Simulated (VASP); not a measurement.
# C (Fd-3m) in VASP: further runs

C is run at these levels: PBE; tasks: single point, relaxation of cell and atoms.

Everything below comes from runs of VASP 6.6.1. Logs are shortened: lines on timing, memory, paths and dates and some standing lists are left out, and cuts for length are marked.

## 1. The cell of the first run

It takes space group Fd-3m (No. 227, cubic). The conventional cell has a = 3.572 Å, b = 3.572 Å, c = 3.572 Å, α = 90.00°, β = 90.00°, γ = 90.00°. C (site symmetry -43m) has 4 C at 1.55 Å within 2.1 Å.

## 2. Single point, PBE

Contents of INCAR:

```
ALGO     = Normal         # electronic algorithm
EDIFF    = 1E-6           # SCF threshold, eV
ENCUT    = 600            # plane-wave cutoff, eV
GGA      = PE             # functional
GGA_COMPAT= False        
ISIF     = 2              # what is computed and relaxed
ISMEAR   = 0              # smearing method
LASPH    = True           # aspherical terms in the spheres
LCHARG   = True           # write CHGCAR
LELF     = True           # ELF
LREAL    = False          # projectors in reciprocal space
LVHAR    = True         
LWAVE    = False          # write WAVECAR
NBANDS   = 11             # bands
NELM     = 120            # most SCF steps
PREC     = Accurate       # precision mode
SIGMA    = 0.02           # smearing width, eV
```

Contents of KPOINTS:

```
k-points
0
Gamma
  12 12 12
```

Contents of POSCAR:

```
C
1.0
    0.0000000000      1.7857953099      1.7857953099
    1.7857953099      0.0000000000      1.7857953099
    1.7857953099      1.7857953099      0.0000000000
C
2
Direct
    0.0000000000      0.0000000000      0.0000000000
    0.2500000000      0.2500000000      0.2500000000
```

Potentials or basis: VASP PAW PBE potentials, release 64 (C).

Launch:

```
cat potpaw_PBE.64/C/POTCAR > POTCAR
mpirun -np 1 vasp_std > vasp.out
```

OUTCAR:

```text
EDIFF = 1E-6
   ENCUT = 600
   GGA = PE
   ISIF = 2
   ISMEAR = 0
   LASPH = True
   LREAL = False
   NELM = 120
   PREC = Accurate

 ion  position               nearest neighbor table
   1  0.000  0.000  0.000-   2 1.55   2 1.55   2 1.55   2 1.55
   2  0.250  0.250  0.250-   1 1.55   1 1.55   1 1.55   1 1.55

  LATTYP: Found a face centered cubic cell.
 ALAT       =     3.5715906198

  Lattice vectors:

 A1 = (   0.0000000000,   1.7857953099,   1.7857953099)
 A2 = (   1.7857953099,   0.0000000000,   1.7857953099)
 A3 = (   1.7857953099,   1.7857953099,   0.0000000000)

Analysis of symmetry for initial positions (statically):
=====================================================================
 Subroutine PRICEL returns:
 Original cell was already a primitive cell.

 Routine SETGRP: Setting up the symmetry group for a
 face centered cubic supercell.

 Subroutine GETGRP returns: Found 48 space group operations
 (whereof 24 operations were pure point group operations)
 out of a pool of 48 trial point group operations.

The static configuration has the point symmetry T_d .
 The point group associated with its full space group is O_h .

Analysis of symmetry for dynamics (positions and initial velocities):
=====================================================================
 Subroutine PRICEL returns:
 Original cell was already a primitive cell.

 Routine SETGRP: Setting up the symmetry group for a
 face centered cubic supercell.

 Subroutine GETGRP returns: Found 48 space group operations
 (whereof 24 operations were pure point group operations)
 out of a pool of 48 trial point group operations.

The dynamic configuration has the point symmetry T_d .
 The point group associated with its full space group is O_h .

 Subroutine INISYM returns: Found 48 space group operations
 (whereof 24 operations are pure point group operations),
 and found     1 'primitive' translations

----------------------------------------------------------------------------------------

                                     Primitive cell

  volume of cell :      11.3900

  direct lattice vectors                    reciprocal lattice vectors
     0.000000000  1.785795310  1.785795310    -0.279987296  0.279987296  0.279987296
     1.785795310  0.000000000  1.785795310     0.279987296 -0.279987296  0.279987296
     1.785795310  1.785795310  0.000000000     0.279987296  0.279987296 -0.279987296

  length of vectors
     2.525495947  2.525495947  2.525495947     0.484952222  0.484952222  0.484952222

  position of ions in fractional coordinates (direct lattice)
[... 89 lines left out ...]
   PSTRESS=    0.0 pullay stress
   NELECT =       8.0000    total number of electrons
   NUPDOWN=      -1.0000    fix difference up-down
   EMIN   =  10.00;   EMAX   =-10.00  energy-range for DOS
   EFERMI =   0.00;   METHOD = LEGACY
   ISMEAR =     0;   SIGMA  =   0.02  broadening in eV -4-tet -1-fermi 0-gaus
   EFERMI_NEDOS =   21; number of points for ismear=-14 and -15
   IALGO  =     38    algorithm
   IMIX   =      4    mixing-type and parameters
     AMIX     =   0.40;   BMIX     =  1.00
     AMIX_MAG =   1.60;   BMIX_MAG =  1.00
  volume/ion in A,a.u.               =       5.70        38.43
  Fermi-wavevector in a.u.,A,eV,Ry     =   1.455224  2.749974 28.812739  2.117677
  Thomas-Fermi vector in A             =   2.572283
   LORBIT       =      0    0 simple, 1 ext, 2 COOP (PROOUT), +10 PAW based schemes
   GGA     = PE    functional components
   LHFCALC =     F    Hartree Fock is set to
   AEXX    =    0.0000 exact exchange contribution
   IVDW    =     0    specifies the selected vdW correction
   LEPSILON=     F    determine dielectric tensor
   LRPA    =     F    only Hartree local field effects (RPA)
 non-spin polarized calculation
 Gauss-broadening in eV      SIGMA  =   0.02
  energy-cutoff  :      600.00
  volume of cell :       11.39
 maximum number of plane-waves:       392
   NGX =  9   NGY =  9   NGZ =  9

 number of electron       7.9999999 magnetization

 Free energy of the ion-electron system (eV)
  ---------------------------------------------------
  ext. energy  EPLUGINS =         0.00000000
  ---------------------------------------------------
  free energy    TOTEN  =       -18.19049244 eV

  energy without entropy =      -18.19049244  energy(sigma->0) =      -18.19049244

 E-fermi :   9.7728     XC(G=0): -13.2303

 val. band max:        9.6696204405   @ k =   0.0000   0.0000   0.0000
 cond. band min:      13.8138461948   @ k =   0.3333   0.3333   0.0000
 fundamental gap:      4.1442257543
 Fermi energy:         9.7728254173

 k-point     1 :       0.0000    0.0000    0.0000
  band No.  band energies     occupation
      1     -11.7521      2.00000
      2       9.6696      2.00000
      3       9.6696      2.00000
      4       9.6696      2.00000
      5      15.2486      0.00000
      6      15.2486      0.00000
      7      15.2486      0.00000
      8      22.9076      0.00000
      9      28.9126      0.00000
     10      36.1611      0.00000
     11      36.1611      0.00000
[... 309 lines left out ...]
 k-point    24 :      -0.4167    0.1667    0.0000
  band No.  band energies     occupation
      1      -5.5929      2.00000
      2      -2.8187      2.00000
      3       4.2127      2.00000
      4       6.0960      2.00000
      5      17.1885      0.00000
      6      19.8733      0.00000
      7      20.8215      0.00000
      8      25.0588      0.00000
      9      29.0677      0.00000
     10      33.8106      0.00000
     11      34.1586      0.00000

 [... further k-points ...]

------------------------ aborting loop because EDIFF is reached ----------------------------------------

  FORCE on cell =-STRESS in cart. coord.  units (eV):
  Direction    XX          YY          ZZ          XY          YZ          ZX
  --------------------------------------------------------------------------------------
  -------------------------------------------------------------------------------------
  Total       -0.0006900     -0.0006900     -0.0006900      0.0000000      0.0000000     -0.0000000
  in kB       -0.0970655     -0.0970655     -0.0970655      0.0000000      0.0000000     -0.0000000
  external PRESSURE =      -0.0970655 kB  Pullay stress =       0.0000000 kB

 VOLUME and BASIS-vectors are now :
 -----------------------------------------------------------------------------
  energy-cutoff  :      600.00
  volume of cell :       11.39
      direct lattice vectors                 reciprocal lattice vectors
     0.000000000  1.785795310  1.785795310    -0.279987296  0.279987296  0.279987296
     1.785795310  0.000000000  1.785795310     0.279987296 -0.279987296  0.279987296
     1.785795310  1.785795310  0.000000000     0.279987296  0.279987296 -0.279987296

 POSITION                                       TOTAL-FORCE (eV/Angst)
 -----------------------------------------------------------------------------------
      0.00000      0.00000      0.00000         0.000000      0.000000     -0.000000
      0.89290      0.89290      0.89290        -0.000000     -0.000000      0.000000
 -----------------------------------------------------------------------------------
    total drift:                                0.000000      0.000000      0.000000

  FREE ENERGIE OF THE ION-ELECTRON SYSTEM (eV)
  ---------------------------------------------------
  free  energy   TOTEN  =       -18.1904924435 eV

  energy  without entropy=      -18.1904924435  energy(sigma->0) =      -18.19049244
```

OSZICAR:

```text
N       E                     dE             d eps       ncg     rms          rms(c)
DAV:   1     0.270212738462E+01    0.27021E+01   -0.53027E+03  1632   0.814E+02
DAV:   2    -0.183616302348E+02   -0.21064E+02   -0.20000E+02  2072   0.129E+02
DAV:   3    -0.188193663295E+02   -0.45774E+00   -0.45644E+00  1881   0.145E+01
DAV:   4    -0.188202431274E+02   -0.87680E-03   -0.87678E-03  1665   0.764E-01
DAV:   5    -0.188202441724E+02   -0.10450E-05   -0.10450E-05  1832   0.264E-02    0.550E+00
DAV:   6    -0.183476881010E+02    0.47256E+00   -0.24632E-01  1629   0.350E+00    0.328E+00
DAV:   7    -0.181886249533E+02    0.15906E+00   -0.30235E-01  1683   0.392E+00    0.743E-01
DAV:   8    -0.181904316888E+02   -0.18067E-02   -0.86581E-03  1656   0.696E-01    0.436E-02
DAV:   9    -0.181904717757E+02   -0.40087E-04   -0.62231E-05  1864   0.638E-02    0.242E-02
DAV:  10    -0.181904923741E+02   -0.20598E-04   -0.15692E-05  1680   0.349E-02    0.522E-03
DAV:  11    -0.181904924435E+02   -0.69398E-07   -0.25076E-07  1414   0.460E-03
   1 F= -.18190492E+02 E0= -.18190492E+02  d E =-.533878E-16
```

It took 14 s on 1 thread of Intel Xeon 8259CL, shared host; peak memory 0.12 GiB.

What came out:

* Free energy: -18.1905 eV
* Pressure: 0.0 GPa
* Band gap on the k mesh: 4.14 eV (least direct gap 5.58 eV)

Levels at points of the mesh, in eV from the valence-band top:
```
           k point  band 1  band 2  band 3  band 4  band 5  band 6  band 7  band 8
(0.00, 0.00, 0.00)  -21.42    0.00    0.00    0.00    5.58    5.58    5.58   13.24
(0.50, 0.00, 0.00)  -15.67  -13.33   -2.79   -2.79    8.44    8.44    8.79   15.66
(0.50, 0.50, 0.00)  -12.74  -12.74   -6.27   -6.27    4.75    4.75   16.74   16.74
```

A k mesh can miss the band edges.

## 3. Relaxation of cell and atoms, PBE

This run uses another cell than the first one, of 5.67 Å³/atom.

Contents of INCAR:

```
ALGO = Normal
EDIFF = 1E-7
EDIFFG = -0.002
ENCUT = 600
GGA = PE
GGA_COMPAT = F
IBRION = 2
ISIF = 3
ISMEAR = 0
LASPH = T
LCHARG = F
LREAL = F
LWAVE = F
NELM = 120
NELMIN = 4
NSW = 100
PREC = Accurate
SIGMA = 0.02
```

KPOINTS is that of step 2.

Contents of POSCAR:

```
C
1.0
    0.0000000000      1.7835000000      1.7835000000
    1.7835000000      0.0000000000      1.7835000000
    1.7835000000      1.7835000000      0.0000000000
C
2
Direct
    0.0000000000      0.0000000000      0.0000000000
    0.2500000000      0.2500000000      0.2500000000
```

Potentials or basis: VASP PAW PBE potentials, release 64 (C).

Launch:

```
cat potpaw_PBE.64/C/POTCAR > POTCAR
mpirun -np 1 vasp_std > vasp.out
```

It took 20 s on 1 thread of Intel Xeon 8259CL, shared host; peak memory 0.12 GiB.

It converged, with:

```yaml
Free_energy: -18.1904 eV
Relaxed_volume: 5.69 Å³/atom
Relaxed_cell: a = 2.525 Å, b = 2.525 Å, c = 2.525 Å, α = 60.00°, β = 60.00°, γ = 60.00°
Space_group_after_relaxing_to_0.1_Å: Fd-3m (No. 227)
Energy_gained_by_relaxing: 0.1 meV/atom
Ionic_steps: 3
Pressure_after_relaxing: 0.0 GPa
Band_gap_on_the_k_mesh: 4.14 eV (least direct gap 5.58 eV)
```

Step by step:
```
step  energy change (eV)  largest force (eV/Å)  pressure (GPa)  volume (Å³)
   1              0.0000                0.0000            1.68        11.35
   2              0.0001                0.0000           -2.03        11.44
   3             -0.0002                0.0000            0.01        11.39
```

Final structure:
```
C
1.0
     0.00000    1.78578    1.78578
     1.78578    0.00000    1.78578
     1.78578    1.78578    0.00000
C
2
Direct
  0.00000 0.00000 0.00000
  0.25000 0.25000 0.25000
```

Levels at points of the mesh, in eV from the valence-band top:
```csv
k point,band 1,band 2,band 3,band 4,band 5,band 6,band 7,band 8
"(0.00, 0.00, 0.00)",-21.42,0.00,0.00,0.00,5.58,5.58,5.58,13.24
"(0.50, 0.00, 0.00)",-15.67,-13.33,-2.79,-2.79,8.44,8.44,8.79,15.66
"(0.50, 0.50, 0.00)",-12.74,-12.74,-6.27,-6.27,4.75,4.75,16.74,16.74
```

A k mesh can miss the band edges.
